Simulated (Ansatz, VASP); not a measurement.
# Two plane-wave programs on Be

```
CELL_PARAMETERS angstrom
1.11874 0.64591 3.63542
-1.11874 0.64591 3.63542
0.00000 -1.29181 3.63542
ATOMIC_POSITIONS crystal
Be 0.25001 0.25001 0.25001
Be 0.74999 0.74999 0.74999
```

Alike in both runs: functional PBE; k mesh 9 × 9 × 9; occupations gaussian, width 0.1 eV; no spin polarisation.

Ansatz relaxed the structure, and its values are those at the end. VASP's run is a single point on that final structure, the one shown.

|  | VASP | Ansatz |
| --- | --- | --- |
| version | VASP 6.6.1 | Ansatz 0.2.0 |
| potentials or method | VASP PAW PBE potentials, release 64 (Be), cutoff 520 eV | scalar-relativistic, plane waves, PAW |
| valence electrons in the cell | 4 | 4 |

Ansatz gave:

* gap on the k mesh at the Fermi level (eV): none
* pressure (GPa): 0.0

Question: Which values does VASP return?

Answer: gap on the k mesh at the Fermi level (eV): none; pressure (GPa): 0.2.

A gap of «none» marks a metal or a gap that the smearing closes.

The k mesh is coarse, so the values compare programs but aren't converged.
